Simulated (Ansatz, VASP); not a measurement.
# One calculation of GaSe4, two programs

```
CELL_PARAMETERS angstrom
3.48450 0.00000 0.00000
-1.74225 3.01767 0.00000
0.00000 0.00000 11.20435
ATOMIC_POSITIONS crystal
Ga 0.00000 0.00000 0.00000
Se 0.33333 0.66667 0.86586
Se 0.33333 0.66667 0.37680
Se 0.66667 0.33333 0.13414
Se 0.66667 0.33333 0.62320
```

Change from the starting cell: species swapped into the Co4H type (P-3m1, No. 164).

Alike in both runs: task relaxation of cell and atoms; functional PBE; k mesh 5 × 5 × 2; occupations gaussian, width 0.2 eV; no spin polarisation.

```csv
,VASP,Ansatz
version,VASP 6.6.1,Ansatz 0.2.0
potentials or method,"VASP PAW PBE potentials, release 64 (Ga_d, Se), cutoff 600 eV","scalar-relativistic, plane waves, PAW"
valence electrons in the cell,37,77
```

```csv
,VASP,Ansatz,Ansatz less VASP
"gap on the k mesh at the Fermi level, each at its own relaxed structure (eV)",none,none,-
relaxed volume (Å³/atom),22.02,21.99,-0.031
relaxed cell length with the largest relative difference (Å),8.816,8.857,+0.0404
```

A gap of «none» marks a metal or a gap that the smearing closes. VASP's potentials hold 37 valence electrons a cell and Ansatz's 77, so a difference there can come from the potentials and not from the codes.

The k mesh is coarse, so the values compare programs but aren't converged.
